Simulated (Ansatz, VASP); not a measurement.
One calculation of Na, two programs

```
CELL_PARAMETERS angstrom
-2.06352 2.06352 2.06352
2.06352 -2.06352 2.06352
2.06352 2.06352 -2.06352
ATOMIC_POSITIONS crystal
Na 0.00000 0.00000 0.00000
```

Alike in both runs: task single point; functional PBEsol; k mesh 14 × 14 × 14; occupations gaussian, width 0.1 eV; no spin polarisation.

|  | VASP | Ansatz |
| --- | --- | --- |
| version | VASP 6.6.1 | Ansatz 0.2.0 |
| potentials or method | VASP PAW PBE potentials, release 64 (Na_pv), cutoff 520 eV | scalar-relativistic, plane waves, PAW |
| valence electrons in the cell | 7 | 9 |

```tsv
	VASP	Ansatz	Ansatz less VASP
gap on the k mesh at the Fermi level (eV)	none	none	-
pressure (GPa)	0.3	0.3	0.00
```

VASP's potentials were made for PBE, not for PBEsol. A gap of «none» marks a metal or a gap that the smearing closes. VASP's potentials hold 7 valence electrons a cell and Ansatz's 9, so a difference there can come from the potentials and not from the codes.
